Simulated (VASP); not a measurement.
# Bi2Se3 (Paraguanajuatite) (R-3m) in VASP: single point with PBE

Aim: the single point of Bi2Se3 (Paraguanajuatite) with PBE.

Program: VASP 6.6.1. These are calculated values, not measurements. Logs are shortened: lines on timing, memory, paths and dates and some standing lists are left out, and cuts for length are marked.

**1. The cell of the first run**

Symmetry: R-3m, No. 166, trigonal system. The conventional cell has a = 4.142 Å, b = 4.142 Å, c = 29.260 Å, α = 90.00°, β = 90.00°, γ = 120.00°. Within 3.8 Å of Bi (site symmetry 3m) lie 6 Se at 2.85 to 3.07 Å. Within 4.0 Å of Se (site symmetry -3m) lie 6 Bi at 3.07 Å. Se (site symmetry 3m) has 3 Bi at 2.85 Å and 3 Se at 3.66 Å within 3.8 Å.

**2. Single point, PBE**

File INCAR:

```
  PREC = Accurate
  ENCUT = 520
  EDIFF = 1E-6
  ISMEAR = 0
  SIGMA = 0.01
  LREAL = F
  LASPH = T
  NELM = 80
  ALGO = Normal
  ISIF = 2
  LWAVE = F
  LCHARG = T
  GGA = PE
  LELF = T
  LVHAR = T
  NBANDS = 32
```

File KPOINTS:

```
Automatic mesh
0
Gamma
  6 6 6
```

File POSCAR:

```
Bi2Se3
1.0
    2.0711634285      1.1957867630      9.7534112660
   -2.0711634285      1.1957867630      9.7534112660
    0.0000000000     -2.3915735260      9.7534112660
Bi Se
2 3
Direct
    0.3993469745      0.3993469745      0.3993469745
    0.6006530255      0.6006530255      0.6006530255
    0.0000000000      0.0000000000      0.0000000000
    0.2141084314      0.2141084314      0.2141084314
    0.7858915686      0.7858915686      0.7858915686
```

Potentials or basis: VASP PAW PBE potentials, release 64 (Bi_d, Se).

The run is started by

```console
$ cat potpaw_PBE.64/Bi_d/POTCAR potpaw_PBE.64/Se/POTCAR > POTCAR
$ mpirun -np 1 vasp_std > vasp.out
```

OUTCAR:

```text
PREC = Accurate
   ENCUT = 520
   EDIFF = 1E-6
   ISMEAR = 0
   LREAL = F
   LASPH = T
   NELM = 80
   ISIF = 2
   GGA = PE

 ion  position               nearest neighbor table
   1  0.399  0.399  0.399-   5 2.85   5 2.85   5 2.85   3 3.07   3 3.07   3 3.07
   2  0.601  0.601  0.601-   4 2.85   4 2.85   4 2.85   3 3.07   3 3.07   3 3.07
   3  0.000  0.000  0.000-   2 3.07   2 3.07   1 3.07   1 3.07   2 3.07   1 3.07
   4  0.214  0.214  0.214-   2 2.85   2 2.85   2 2.85
   5  0.786  0.786  0.786-   1 2.85   1 2.85   1 2.85

  LATTYP: Found a trigonal (rhomboedric) cell.
 ALAT       =    10.0423431157
 COS(alpha) =     0.9149276123

  Lattice vectors:

 A1 = (   2.0711634285,   1.1957867630,   9.7534112660)
 A2 = (  -2.0711634285,   1.1957867630,   9.7534112660)
 A3 = (   0.0000000000,  -2.3915735260,   9.7534112660)

Analysis of symmetry for initial positions (statically):
=====================================================================
 Subroutine PRICEL returns:
 Original cell was already a primitive cell.

 Routine SETGRP: Setting up the symmetry group for a
 trigonal (rhombohedral) supercell.

 Subroutine GETGRP returns: Found 12 space group operations
 (whereof 12 operations were pure point group operations)
 out of a pool of 12 trial point group operations.

The static configuration has the point symmetry D_3d.

Analysis of symmetry for dynamics (positions and initial velocities):
=====================================================================
 Subroutine PRICEL returns:
 Original cell was already a primitive cell.

 Routine SETGRP: Setting up the symmetry group for a
 trigonal (rhombohedral) supercell.

 Subroutine GETGRP returns: Found 12 space group operations
 (whereof 12 operations were pure point group operations)
 out of a pool of 12 trial point group operations.

The dynamic configuration has the point symmetry D_3d.

 Subroutine INISYM returns: Found 12 space group operations
 (whereof 12 operations are pure point group operations),
 and found     1 'primitive' translations

----------------------------------------------------------------------------------------

                                     Primitive cell

  volume of cell :     144.9359

  direct lattice vectors                    reciprocal lattice vectors
     2.071163428  1.195786763  9.753411266     0.241410211  0.139378250  0.034176077
    -2.071163428  1.195786763  9.753411266    -0.241410211  0.139378250  0.034176077
     0.000000000 -2.391573526  9.753411266     0.000000000 -0.278756500  0.034176077

  length of vectors
    10.042343116 10.042343116 10.042343116     0.280843712  0.280843712  0.280843712

  position of ions in fractional coordinates (direct lattice)
     0.399346974  0.399346974  0.399346974
     0.600653026  0.600653026  0.600653026
     0.000000000  0.000000000  0.000000000
     0.214108431  0.214108431  0.214108431
     0.785891569  0.785891569  0.785891569

  ion indices of the primitive-cell ions
   primitive index   ion index
                 1           1
                 2           2
                 3           3
                 4           4
                 5           5

----------------------------------------------------------------------------------------

 KPOINTS: Automatic mesh

Automatic generation of k-mesh.
 Grid dimensions read from file:
 generate k-points for:    6    6    6

 Generating k-lattice:

  Cartesian coordinates                     Fractional coordinates (reciprocal lattice)
     0.040235035  0.023229708  0.005696013     0.166666667 -0.000000000  0.000000000
    -0.040235035  0.023229708  0.005696013    -0.000000000  0.166666667  0.000000000
     0.000000000 -0.046459417  0.005696013     0.000000000  0.000000000  0.166666667

  Length of vectors
     0.046807285  0.046807285  0.046807285

  Shift w.r.t. Gamma in fractional coordinates (k-lattice)
     0.000000000  0.000000000  0.000000000

 Subroutine IBZKPT returns following result:
 ===========================================

 Found     32 irreducible k-points:

 Following reciprocal coordinates:
            Coordinates               Weight
  0.000000  0.000000  0.000000      1.000000
  0.166667 -0.000000  0.000000      6.000000
  0.333333 -0.000000  0.000000      6.000000
  0.500000 -0.000000  0.000000      3.000000
  0.166667  0.166667  0.000000      6.000000
  0.333333  0.166667  0.000000     12.000000
[... 16 lines left out ...]
  0.500000  0.500000  0.166667      6.000000
 -0.333333  0.500000  0.166667     12.000000
 [... further k-points ...]
   k-points           NKPTS =     32   k-points in BZ     NKDIM =     32   number of bands    NBANDS=     32
   number of dos      NEDOS =    301   number of ions     NIONS =      5
   total plane-waves  NPLWV = 512000
   dimension x,y,z NGX =    80 NGY =   80 NGZ =   80
   dimension x,y,z NGXF=   160 NGYF=  160 NGZF=  160
   ions per type =               2   3
   NGX,Y,Z   is equivalent  to a cutoff of  13.24, 13.24, 13.24 a.u.
   NGXF,Y,Z  is equivalent  to a cutoff of  26.49, 26.49, 26.49 a.u.
 SYSTEM =  unknown system
   PREC   = accura    normal or accurate (medium, high low for compatibility)
   ISTART =      0    job   : 0-new  1-cont  2-samecut
   ICHARG =      2    charge: 1-file 2-atom 10-const
   ISPIN  =      1    spin polarized calculation?
   LNONCOLLINEAR =      F non collinear calculations
   LSORBIT =      F    spin-orbit coupling
   LASPH  =      T    aspherical Exc in radial PAW
   ENCUT  =  520.0 eV  38.22 Ry    6.18 a.u.  18.67 18.67 18.67*2*pi/ulx,y,z
   NELM   =     80;   NELMIN=  2; NELMDL= -5     # of ELM steps
   EDIFF  = 0.1E-05   stopping-criterion for ELM
   LREAL  =      F    real-space projection
   EDIFFG = 0.1E-04   stopping-criterion for IOM
   NSW    =      0    number of steps for IOM
   IBRION =     -1    ionic relax: 0-MD 1-quasi-New 2-CG
   NFREE  =      0    steps in history (QN), initial steepest desc. (CG)
   ISIF   =      2    stress and relaxation
   ISYM   =      2    0-nonsym 1-usesym 2-fastsym
   POTIM  = 0.5000    time-step for ionic-motion
   TEBEG  =    0.0;   TEEND  =   0.0 temperature during run
   PSTRESS=    0.0 pullay stress
   NELECT =      48.0000    total number of electrons
   NUPDOWN=      -1.0000    fix difference up-down
   EMIN   =  10.00;   EMAX   =-10.00  energy-range for DOS
   EFERMI =   0.00;   METHOD = LEGACY
   ISMEAR =     0;   SIGMA  =   0.01  broadening in eV -4-tet -1-fermi 0-gaus
   EFERMI_NEDOS =   21; number of points for ismear=-14 and -15
   IALGO  =     38    algorithm
   IMIX   =      4    mixing-type and parameters
     AMIX     =   0.40;   BMIX     =  1.00
     AMIX_MAG =   1.60;   BMIX_MAG =  1.00
  volume/ion in A,a.u.               =      28.99       195.62
  Fermi-wavevector in a.u.,A,eV,Ry     =   1.132652  2.140402 17.454931  1.282901
  Thomas-Fermi vector in A             =   2.269354
   LORBIT       =      0    0 simple, 1 ext, 2 COOP (PROOUT), +10 PAW based schemes
   GGA     = PE    functional components
   LHFCALC =     F    Hartree Fock is set to
   AEXX    =    0.0000 exact exchange contribution
   IVDW    =     0    specifies the selected vdW correction
   LEPSILON=     F    determine dielectric tensor
   LRPA    =     F    only Hartree local field effects (RPA)
 non-spin polarized calculation
 Gauss-broadening in eV      SIGMA  =   0.01
  energy-cutoff  :      520.00
  volume of cell :      144.94
 maximum number of plane-waves:      3942
 NGX is ok and might be reduce to    80
   NGX = 37   NGY = 37   NGZ = 37

 number of electron      48.0000003 magnetization

 Free energy of the ion-electron system (eV)
  ---------------------------------------------------
  ext. energy  EPLUGINS =         0.00000000
  ---------------------------------------------------
  free energy    TOTEN  =       -20.18652992 eV

  energy without entropy =      -20.18652992  energy(sigma->0) =      -20.18652992

 E-fermi :   4.7324     XC(G=0):  -9.3752

 val. band max:        4.6295878674   @ k =   0.0000   0.0000   0.0000
 cond. band min:       4.9760865153   @ k =   0.0000   0.0000   0.0000
 fundamental gap:      0.3464986479
 Fermi energy:         4.7324184447

 k-point     1 :       0.0000    0.0000    0.0000
  band No.  band energies     occupation
      1     -18.3925      2.00000
      2     -18.3925      2.00000
      3     -18.3908      2.00000
      4     -18.3908      2.00000
      5     -18.3842      2.00000
      6     -18.3818      2.00000
[... 24 lines left out ...]
     31      10.5960      0.00000
     32      11.6775      0.00000

 k-point     2 :       0.1667   -0.0000    0.0000
  band No.  band energies     occupation
      1     -18.3963      2.00000
      2     -18.3939      2.00000
      3     -18.3863      2.00000
      4     -18.3846      2.00000
      5     -18.3806      2.00000
      6     -18.3782      2.00000
[... 24 lines left out ...]
     31       9.9341      0.00000
     32      10.8204      0.00000

 k-point     3 :       0.3333   -0.0000    0.0000
  band No.  band energies     occupation
      1     -18.4062      2.00000
      2     -18.4021      2.00000
      3     -18.3843      2.00000
      4     -18.3797      2.00000
      5     -18.3795      2.00000
      6     -18.3762      2.00000
[... 24 lines left out ...]
     31       9.1890      0.00000
     32      11.2723      0.00000

 k-point     4 :       0.5000   -0.0000    0.0000
  band No.  band energies     occupation
      1     -18.4118      2.00000
      2     -18.4067      2.00000
      3     -18.3870      2.00000
      4     -18.3822      2.00000
      5     -18.3798      2.00000
      6     -18.3752      2.00000
[... 24 lines left out ...]
     31       9.0020      0.00000
     32      10.9700      0.00000

 k-point     5 :       0.1667    0.1667    0.0000
  band No.  band energies     occupation
      1     -18.3963      2.00000
      2     -18.3939      2.00000
      3     -18.3863      2.00000
      4     -18.3846      2.00000
      5     -18.3806      2.00000
      6     -18.3781      2.00000
[... 584 lines left out ...]
     31       9.6661      0.00000
     32      10.8015      0.00000

 k-point    22 :      -0.1667    0.3333    0.1667
  band No.  band energies     occupation
      1     -18.4048      2.00000
      2     -18.4010      2.00000
      3     -18.3842      2.00000
      4     -18.3824      2.00000
      5     -18.3792      2.00000
      6     -18.3783      2.00000
[... 24 lines left out ...]
     31       9.3906      0.00000
     32      11.6265      0.00000

 k-point    23 :       0.5000    0.5000    0.1667
  band No.  band energies     occupation
      1     -18.4061      2.00000
      2     -18.4022      2.00000
      3     -18.3843      2.00000
      4     -18.3797      2.00000
      5     -18.3795      2.00000
      6     -18.3762      2.00000
[... 24 lines left out ...]
     31       9.1482      0.00000
     32      11.0236      0.00000

 k-point    24 :      -0.3333    0.5000    0.1667
  band No.  band energies     occupation
      1     -18.4048      2.00000
      2     -18.4010      2.00000
      3     -18.3842      2.00000
      4     -18.3824      2.00000
      5     -18.3792      2.00000
      6     -18.3783      2.00000
[... 24 lines left out ...]
     31       9.6034      0.00000
     32      11.2160      0.00000

 [... further k-points ...]
[... 5 lines left out ...]
  --------------------------------------------------------------------------------------
  -------------------------------------------------------------------------------------
  Total        1.9562986      1.9562986      1.8566421      0.0000000     -0.0000000      0.0000000
  in kB       21.6256826     21.6256826     20.5240415      0.0000000     -0.0000000      0.0000000
  external PRESSURE =      21.2584689 kB  Pullay stress =       0.0000000 kB

 VOLUME and BASIS-vectors are now :
 -----------------------------------------------------------------------------
  energy-cutoff  :      520.00
  volume of cell :      144.94
      direct lattice vectors                 reciprocal lattice vectors
     2.071163428  1.195786763  9.753411266     0.241410211  0.139378250  0.034176077
    -2.071163428  1.195786763  9.753411266    -0.241410211  0.139378250  0.034176077
     0.000000000 -2.391573526  9.753411266     0.000000000 -0.278756500  0.034176077

 POSITION                                       TOTAL-FORCE (eV/Angst)
 -----------------------------------------------------------------------------------
      0.00000      0.00000     11.68499         0.000000     -0.000000     -0.120022
      0.00000      0.00000     17.57525         0.000000     -0.000000      0.120022
      0.00000      0.00000      0.00000        -0.000000     -0.000000      0.000000
      0.00000      0.00000      6.26486         0.000000      0.000000     -0.195983
      0.00000      0.00000     22.99537         0.000000     -0.000000      0.195983
 -----------------------------------------------------------------------------------
    total drift:                               -0.000000      0.000000     -0.000000

  FREE ENERGIE OF THE ION-ELECTRON SYSTEM (eV)
  ---------------------------------------------------
  free  energy   TOTEN  =       -20.1865299218 eV

  energy  without entropy=      -20.1865299218  energy(sigma->0) =      -20.18652992
```

It took 8.9 min on 1 thread of AMD EPYC 9R45 (Zen 5), shared host; peak memory 0.91 GiB.

Results:

* Free energy: -20.1865 eV
* Pressure: 2.1 GPa
* Largest force: 0.196 eV/Å
* Band gap on the k mesh: 0.35 eV, direct

Forces in eV/Å, atoms in the order of the input:
```
Bi   0.000  0.000 -0.120
Bi   0.000  0.000  0.120
Se   0.000  0.000  0.000
Se   0.000  0.000 -0.196
Se   0.000  0.000  0.196
```

Caveat: spin-orbit coupling is left out, which moves the levels of the heavy elements.
